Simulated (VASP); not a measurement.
# TaSi2 (P6_222) in VASP: notebook

Aim: see how the results for TaSi2 move with the level of theory and the settings. Levels: PBE, RPBE. Tasks: electric field gradients.

Everything below comes from runs of VASP 6.6.1. Logs are shortened: lines on timing, memory, paths and dates and some standing lists are left out, and cuts for length are marked.

**1. The cell of the first run**

Symmetry: P6_222, No. 180, hexagonal system. The conventional cell has a = 4.780 Å, b = 4.780 Å, c = 6.564 Å, α = 90.00°, β = 90.00°, γ = 120.00°. Within 3.4 Å of Ta (site symmetry 222) lie 10 Si at 2.60 to 2.82 Å and 4 Ta at 3.24 Å. Si (site symmetry 2) has 9 Si at 2.55 to 3.32 Å and 5 Ta at 2.60 to 2.82 Å within 3.4 Å.

**2. Electric field gradients, PBE, non-collinear spin, zero start, spin-orbit coupling**

Contents of INCAR:

```
PREC = Accurate
ENCUT = 520
EDIFF = 1E-8
ISMEAR = -1
SIGMA = 0.05
LREAL = F
LASPH = T
NELM = 150
ALGO = Normal
ISIF = 2
LWAVE = F
LCHARG = F
MAGMOM = 0 0 0 0 0 0 0 0 0 0 0 0 0 0 0 0 0 0 0 0 0 0 0 0 0 0 0
LORBIT = 11
LSORBIT = T
GGA_COMPAT = F
LORBMOM = T
LMAXMIX = 4
GGA = PE
LEFG = T
NBANDS = 76
KPAR = 2
```

Contents of KPOINTS:

```
Automatic mesh
0
Gamma
  8 8 5
```

Contents of POSCAR:

```
TaSi2
1.0
    4.7799993808      0.0000000000      0.0000000000
   -2.3899996904      4.1396008938      0.0000000000
    0.0000000000      0.0000000000      6.5640000000
Ta Si
3 6
Direct
    0.5000000000      0.0000000000      0.5000000000
    0.5000000000      0.5000000000      0.8333333333
    0.0000000000      0.5000000000      0.1666666667
    0.1589278110      0.3178556221      0.5000000000
    0.8410721890      0.1589278110      0.8333333333
    0.6821443779      0.8410721890      0.1666666667
    0.8410721890      0.6821443779      0.5000000000
    0.1589278110      0.8410721890      0.8333333333
    0.3178556221      0.1589278110      0.1666666667
```

Potentials or basis: VASP PAW PBE potentials, release 64 (Ta_pv, Si).

Command:

```console
cat potpaw_PBE.64/Ta_pv/POTCAR potpaw_PBE.64/Si/POTCAR > POTCAR
mpirun -np 2 vasp_ncl > vasp.out
```

OUTCAR:

```text
PREC = Accurate
   ENCUT = 520
   EDIFF = 1E-8
   ISMEAR = -1
   LREAL = F
   LASPH = T
   NELM = 150
   ISIF = 2
   LORBIT = 11
   LSORBIT = T
   GGA = PE

 ion  position               nearest neighbor table
   1  0.500  0.000  0.500-   6 2.60   9 2.60   8 2.60   5 2.60   4 2.73   7 2.73   7 2.73   4 2.73
                             4 2.82   7 2.82   2 3.24   2 3.24   3 3.24   3 3.24
   2  0.500  0.500  0.833-   4 2.60   7 2.60   6 2.60   9 2.60   5 2.73   8 2.73   8 2.73   5 2.73
                             8 2.82   5 2.82   1 3.24   1 3.24   3 3.24   3 3.24
   3  0.000  0.500  0.167-   4 2.60   7 2.60   5 2.60   8 2.60   9 2.73   6 2.73   9 2.73   6 2.73
                             6 2.82   9 2.82   1 3.24   1 3.24   2 3.24   2 3.24
   4  0.159  0.318  0.500-   5 2.55   9 2.55   3 2.60   2 2.60   7 2.63   1 2.73   1 2.73   1 2.82
                             7 2.83   7 2.83
   5  0.841  0.159  0.833-   4 2.55   6 2.55   1 2.60   3 2.60   8 2.63   2 2.73   2 2.73   2 2.82
                             8 2.83   8 2.83
   6  0.682  0.841  0.167-   7 2.55   5 2.55   1 2.60   2 2.60   9 2.63   3 2.73   3 2.73   3 2.82
                             9 2.83   9 2.83
   7  0.841  0.682  0.500-   8 2.55   6 2.55   3 2.60   2 2.60   4 2.63   1 2.73   1 2.73   1 2.82
                             4 2.83   4 2.83
   8  0.159  0.841  0.833-   7 2.55   9 2.55   1 2.60   3 2.60   5 2.63   2 2.73   2 2.73   2 2.82
                             5 2.83   5 2.83
   9  0.318  0.159  0.167-   4 2.55   8 2.55   1 2.60   2 2.60   6 2.63   3 2.73   3 2.73   3 2.82
                             6 2.83   6 2.83

  LATTYP: Found a hexagonal cell.
 ALAT       =     4.7799993808
 C/A-ratio  =     1.3732219352

  Lattice vectors:

 A1 = (   4.7799993808,   0.0000000000,   0.0000000000)
 A2 = (  -2.3899996904,   4.1396008938,   0.0000000000)
 A3 = (   0.0000000000,   0.0000000000,   6.5640000000)

Analysis of symmetry for initial positions (statically):
=====================================================================
 Subroutine PRICEL returns:
 Original cell was already a primitive cell.

 Routine SETGRP: Setting up the symmetry group for a
 hexagonal supercell.

 Subroutine GETGRP returns: Found 12 space group operations
 (whereof  4 operations were pure point group operations)
 out of a pool of 24 trial point group operations.

The static configuration has the point symmetry D_2 .
 The point group associated with its full space group is D_6 .

Analysis of symmetry for dynamics (positions and initial velocities):
=====================================================================
 Subroutine PRICEL returns:
 Original cell was already a primitive cell.

 Routine SETGRP: Setting up the symmetry group for a
 hexagonal supercell.

 Subroutine GETGRP returns: Found 12 space group operations
 (whereof  4 operations were pure point group operations)
 out of a pool of 24 trial point group operations.

The dynamic configuration has the point symmetry D_2 .
 The point group associated with its full space group is D_6 .

Analysis of structural, dynamic, and magnetic symmetry:
=====================================================================
 Subroutine PRICEL returns:
 Original cell was already a primitive cell.

 Routine SETGRP: Setting up the symmetry group for a
 hexagonal supercell.

 Subroutine GETGRP returns: Found 12 space group operations
 (whereof  4 operations were pure point group operations)
 out of a pool of 24 trial point group operations.

The overall configuration has the point symmetry D_2 .
 The point group associated with its full space group is D_6 .

 Subroutine INISYM returns: Found 12 space group operations
 (whereof  4 operations are pure point group operations),
 and found     1 'primitive' translations

----------------------------------------------------------------------------------------

                                     Primitive cell

  volume of cell :     129.8838

  direct lattice vectors                    reciprocal lattice vectors
     4.779999381  0.000000000  0.000000000     0.209205048  0.120784591  0.000000000
    -2.389999690  4.139600894  0.000000000     0.000000000  0.241569182  0.000000000
     0.000000000  0.000000000  6.564000000     0.000000000  0.000000000  0.152346130

  length of vectors
     4.779999381  4.779999381  6.564000000     0.241569182  0.241569182  0.152346130

[... 1940 lines left out ...]
 ion       V_xx      V_yy      V_zz     asymmetry (V_yy - V_xx)/ V_zz
----------------------------------------------------------------------
   1     -47.049    -7.344    54.394       0.730
   2     -47.048    -7.344    54.392       0.730
   3     -47.049    -7.344    54.394       0.730
   4      20.848     7.129   -27.977       0.490
   5      20.848     7.128   -27.977       0.490
   6      20.848     7.129   -27.977       0.490
   7      20.848     7.129   -27.977       0.490
   8      20.848     7.128   -27.977       0.490
   9      20.848     7.129   -27.977       0.490
----------------------------------------------------------------------

           NMR quadrupolar parameters

 Cq : quadrupolar parameter    Cq=e*Q*V_zz/h
 eta: asymmetry parameters     (V_yy - V_xx)/ V_zz
 Q  : nuclear electric quadrupole moment in mb (millibarn)
----------------------------------------------------------------------
 ion       Cq(MHz)       eta       Q (mb)
----------------------------------------------------------------------
   1       0.132       0.730       1.000
   2       0.132       0.730       1.000
   3       0.132       0.730       1.000
   4      -0.068       0.490       1.000
   5      -0.068       0.490       1.000
   6      -0.068       0.490       1.000
   7      -0.068       0.490       1.000
   8      -0.068       0.490       1.000
   9      -0.068       0.490       1.000
----------------------------------------------------------------------

 orbital moment (x)

 # of ion     p       d       tot
 ----------------------------------------
  1         0.000  -0.000  -0.000
  2         0.000  -0.000  -0.000
  3         0.000  -0.000  -0.000
  4         0.000   0.000   0.000
  5        -0.000   0.000  -0.000
  6        -0.000   0.000  -0.000
  7        -0.000   0.000  -0.000
  8         0.000   0.000   0.000
  9         0.000   0.000   0.000
 ----------------------------------------
           -0.000  -0.000  -0.000

 orbital moment (y)

 # of ion     p       d       tot
 ----------------------------------------
  1         0.000   0.000   0.000
  2         0.000  -0.000  -0.000
  3        -0.000  -0.000  -0.000
  4         0.000   0.000   0.000
  5         0.000   0.000   0.000
  6        -0.000   0.000  -0.000
  7        -0.000   0.000  -0.000
  8        -0.000   0.000  -0.000
  9         0.000   0.000   0.000
 ----------------------------------------
           -0.000  -0.000  -0.000

 orbital moment (z)

 # of ion     p       d       tot
 ----------------------------------------
  1         0.000   0.000   0.000
  2        -0.000   0.000   0.000
  3         0.000   0.000   0.000
  4         0.000   0.000   0.000
  5         0.000   0.000   0.000
  6        -0.000   0.000  -0.000
  7         0.000   0.000   0.000
  8         0.000   0.000   0.000
  9        -0.000   0.000  -0.000
 ----------------------------------------
           -0.000   0.000   0.000

 Spin-Orbit-Coupling matrix elements

 Ion:    1  E_soc:     -1.3794532
 l=   1
     0.0000000    -0.2112535    -0.2110429
    -0.2112535     0.0000000    -0.2120496
    -0.2110429    -0.2120496     0.0000000
 l=   2
     0.0000000    -0.0038926     0.0000000    -0.0039033    -0.0143451
    -0.0038926     0.0000000    -0.0113016    -0.0036999    -0.0040914
     0.0000000    -0.0113016     0.0000000    -0.0110970     0.0000000
    -0.0039033    -0.0036999    -0.0110970     0.0000000    -0.0030498
    -0.0143451    -0.0040914     0.0000000    -0.0030498     0.0000000
 l=   3
     0.0000000     0.0000000     0.0000000     0.0000000     0.0000000     0.0000000     0.0000000
     0.0000000     0.0000000     0.0000000     0.0000000     0.0000000     0.0000000     0.0000000
     0.0000000     0.0000000     0.0000000     0.0000000     0.0000000     0.0000000     0.0000000
     0.0000000     0.0000000     0.0000000     0.0000000     0.0000000     0.0000000     0.0000000
[... 149 lines left out ...]
 l=   2
     0.0000000     0.0000000     0.0000000     0.0000000     0.0000000
     0.0000000     0.0000000     0.0000000     0.0000000     0.0000000
     0.0000000     0.0000000     0.0000000     0.0000000     0.0000000
     0.0000000     0.0000000     0.0000000     0.0000000     0.0000000
     0.0000000     0.0000000     0.0000000     0.0000000     0.0000000
 l=   3
     0.0000000     0.0000000     0.0000000     0.0000000     0.0000000     0.0000000     0.0000000
     0.0000000     0.0000000     0.0000000     0.0000000     0.0000000     0.0000000     0.0000000
     0.0000000     0.0000000     0.0000000     0.0000000     0.0000000     0.0000000     0.0000000
     0.0000000     0.0000000     0.0000000     0.0000000     0.0000000     0.0000000     0.0000000
     0.0000000     0.0000000     0.0000000     0.0000000     0.0000000     0.0000000     0.0000000
     0.0000000     0.0000000     0.0000000     0.0000000     0.0000000     0.0000000     0.0000000
     0.0000000     0.0000000     0.0000000     0.0000000     0.0000000     0.0000000     0.0000000

 total charge

# of ion       s       p       d       tot
------------------------------------------
    1        0.288   6.196   2.535   9.019
    2        0.288   6.196   2.535   9.019
    3        0.288   6.196   2.535   9.019
    4        0.753   0.885   0.000   1.638
    5        0.753   0.885   0.000   1.638
    6        0.753   0.885   0.000   1.638
    7        0.753   0.885   0.000   1.638
    8        0.753   0.885   0.000   1.638
    9        0.753   0.885   0.000   1.638
--------------------------------------------------
tot          5.379  23.900   7.606  36.885

 magnetization (x)

# of ion       s       p       d       tot
------------------------------------------
    1        0.000   0.000   0.000   0.000
    2       -0.000   0.000   0.000  -0.000
    3        0.000   0.000   0.000   0.000
    4        0.000   0.000   0.000   0.000
    5        0.000   0.000   0.000   0.000
    6        0.000   0.000   0.000   0.000
    7        0.000  -0.000   0.000  -0.000
    8       -0.000  -0.000   0.000  -0.000
    9       -0.000  -0.000   0.000  -0.000
--------------------------------------------------
tot          0.000   0.000   0.000   0.000

 magnetization (y)

# of ion       s       p       d       tot
------------------------------------------
    1        0.000   0.000   0.000   0.000
    2        0.000   0.000   0.000   0.000
    3       -0.000  -0.000  -0.000  -0.000
    4       -0.000  -0.000   0.000  -0.000
    5       -0.000  -0.000   0.000  -0.000
    6        0.000   0.000   0.000   0.000
    7        0.000   0.000   0.000   0.000
    8        0.000   0.000   0.000   0.000
    9       -0.000  -0.000   0.000  -0.000
--------------------------------------------------
tot          0.000  -0.000  -0.000  -0.000

 magnetization (z)

# of ion       s       p       d       tot
------------------------------------------
    1       -0.000  -0.000   0.000  -0.000
    2        0.000  -0.000   0.000   0.000
    3       -0.000  -0.000   0.000  -0.000
    4        0.000  -0.000   0.000  -0.000
    5       -0.000   0.000   0.000   0.000
    6        0.000   0.000   0.000   0.000
    7        0.000  -0.000   0.000   0.000
    8        0.000  -0.000   0.000  -0.000
    9       -0.000   0.000   0.000   0.000
--------------------------------------------------
tot          0.000  -0.000   0.000   0.000
```

Wall time 5.1 min (2 MPI ranks of Intel Xeon Platinum 8488C (Sapphire Rapids), shared host); peak memory 0.78 GiB.

What came out:

| Item | Value |
| --- | --- |
| Free energy | -74.3624 eV |
| Pressure | 3.2 GPa |
| Net moment | 0.00 μB per cell |
| Largest electric field gradient by atom | Ta +54.4; Si -28.0 V/Å² |
| Valence electrons inside the program's atomic spheres | Ta 9.02; Si 1.64 |

Forces on the atoms (eV/Å):
```
Ta   0.000  0.000  0.000
Ta   0.000  0.000  0.000
Ta   0.000  0.000  0.000
Si   0.000  0.003  0.000
Si  -0.003  0.001  0.000
Si  -0.003 -0.001  0.000
Si   0.000 -0.003  0.000
Si   0.003 -0.001  0.000
Si   0.003  0.001  0.000
```

Stress tensor (GPa, compression positive):
```
3.03 0.00 0.00
0.00 3.03 0.00
0.00 0.00 3.48
```

Moments on the atoms (μB; x, y, z):
```
Ta  0.00 0.00 0.00
Ta  0.00 0.00 0.00
Ta  0.00 0.00 0.00
Si  0.00 0.00 0.00
Si  0.00 0.00 0.00
Si  0.00 0.00 0.00
Si  0.00 0.00 0.00
Si  0.00 0.00 0.00
Si  0.00 0.00 0.00
```

Electric field gradients, principal values (V/Å²):
| atom | least | middle | greatest (by size) |
| --- | --- | --- | --- |
| 1 Ta | -7.344 | -47.049 | 54.394 |
| 2 Ta | -7.344 | -47.048 | 54.392 |
| 3 Ta | -7.344 | -47.049 | 54.394 |
| 4 Si | 7.129 | 20.848 | -27.977 |
| 5 Si | 7.128 | 20.848 | -27.977 |
| 6 Si | 7.129 | 20.848 | -27.977 |
| 7 Si | 7.129 | 20.848 | -27.977 |
| 8 Si | 7.128 | 20.848 | -27.977 |
| 9 Si | 7.129 | 20.848 | -27.977 |

Caveat: the cell stands under pressure; without QUAD_EFG the Cq values of the log hold for a quadrupole moment of 1 mb, not for the nuclei.

(Continued in part 2 of 2.)
